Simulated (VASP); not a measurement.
A run of VASP 6.6.1 is set up as follows.

The input INCAR:

```
PREC = Accurate ; ENCUT = 600
EDIFF = 1E-6 ; ISMEAR = 0
SIGMA = 0.1 ; LREAL = F
LASPH = T ; NELM = 80
ALGO = Normal ; ISIF = 3
LWAVE = F ; LCHARG = F
GGA = PE ; IBRION = 2
NSW = 90 ; EDIFFG = -0.04
```

Contents of KPOINTS:

```
regular mesh
0
Gamma
  6 6 4
```

File POSCAR:

```
MoH3
1.0
    3.6889748800      0.0000000000      0.0000000000
   -1.8444874400      3.1947459600      0.0000000000
    0.0000000000      0.0000000000      3.7535645100
H Mo
3 1
Direct
    0.3333333300      0.6666666700      0.6397387800
    0.6666666700      0.3333333300      0.3602612200
    0.0000000000      0.0000000000      0.5000000000
    0.0000000000      0.0000000000      0.0000000000
```

Potentials or basis: VASP PAW PBE potentials, release 64 (H, Mo_sv).

The run is started by

```console
$ cat potpaw_PBE.64/H/POTCAR potpaw_PBE.64/Mo_sv/POTCAR > POTCAR
$ mpirun -np 1 vasp_std > vasp.out
```

Predict the relaxed cell.

a = 2.934 Å, b = 2.934 Å, c = 3.788 Å, α = 90.00°, β = 90.00°, γ = 120.00°.

What does it give for the space group after relaxing (to 0.1 Å)?

P-3m1 (No. 164).

What does it give for the relaxed volume?

7.06 Å³/atom.

Predict the band gap on the k mesh.

zero (an odd number of electrons rules out a gap without spin polarisation).

Stress tensor (GPa, compression positive):
```
 0.51  0.00  0.00
 0.00  0.51  0.00
 0.00  0.00 -0.24
```

Caveat: the k points lie up to 0.41 Å⁻¹ apart in the final cell, too coarse for converged energies and pressures of a metal; the volume moved by over 15 % at a fixed basis, so the end points are rough; an odd number of electrons without spin polarisation forces a metal; a magnetic or distorted state may lie lower.
